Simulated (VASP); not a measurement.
A run of VASP 6.6.1 is set up as follows.

INCAR

```
PREC = Accurate
ENCUT = 500
EDIFF = 1E-7
ISMEAR = -1
SIGMA = 0.08
LREAL = False
LASPH = True
NELM = 120
ALGO = Normal
ISIF = 3
LWAVE = False
LCHARG = False
GGA = PE
IBRION = 2
NSW = 60
EDIFFG = -0.005
GGA_COMPAT = False
NELMIN = 4
```

File KPOINTS:

```
Automatic mesh
0
Gamma
  17 17 17
  0.5 0.5 0.5
```

File POSCAR:

```
Ir
1.0
    2.5022678089      0.0000000000      0.0000000000
    0.0000000000      2.5022678089      0.0000000000
    0.0000000000      0.0000000000      2.5022678089
Ir
1
Direct
    0.0000000000      0.0000000000      0.0000000000
```

Potentials or basis: VASP PAW PBE potentials, release 64 (Ir).

Run with:

```bash
$ cat potpaw_PBE.64/Ir/POTCAR > POTCAR
$ mpirun -np 1 vasp_std > vasp.out
```

**Question.** Estimate the relaxed volume.

**Answer.** 17.01 Å³/atom.

**Question.** What does it give for the relaxed cell?

**Answer.** a = 2.572 Å, b = 2.572 Å, c = 2.572 Å, α = 90.00°, β = 90.00°, γ = 90.00°.

**Question.** Estimate the space group after relaxing (to 0.05 Å).

**Answer.** Pm-3m (No. 221).

Step by step:
| step | energy change (eV) | largest force (eV/Å) | pressure (GPa) | volume (Å³) |
| --- | --- | --- | --- | --- |
| 1 | 0.0000 | 0.0000 | 24.69 | 15.67 |
| 2 | 0.5259 | 0.0000 | -31.93 | 21.80 |
| 3 | -0.0941 | 0.0000 | -2.11 | 17.16 |
| 4 | -0.0950 | 0.0000 | -0.29 | 17.03 |
| 5 | -0.0951 | 0.0000 | 0.12 | 17.00 |
| 6 | -0.0951 | 0.0000 | 0.12 | 17.00 |
| 7 | -0.0951 | 0.0000 | 0.12 | 17.00 |
| 8 | -0.0951 | 0.0000 | 0.12 | 17.00 |
| 9 | -0.0951 | 0.0000 | 0.12 | 17.00 |
| 10 | -0.0951 | 0.0000 | 0.12 | 17.00 |
| 11 | -0.0951 | 0.0000 | 0.12 | 17.00 |
| 12 | -0.0951 | 0.0000 | 0.12 | 17.00 |
| 13 | -0.0951 | 0.0000 | 0.11 | 17.00 |
| 14 | -0.0951 | 0.0000 | 0.11 | 17.00 |
| 15 | -0.0951 | 0.0000 | 0.11 | 17.00 |
| 16 | -0.0951 | 0.0000 | 0.10 | 17.00 |
| 17 | -0.0951 | 0.0000 | 0.09 | 17.00 |
| 18 | -0.0951 | 0.0000 | 0.05 | 17.00 |
| 19 | -0.0951 | 0.0000 | -0.01 | 17.01 |
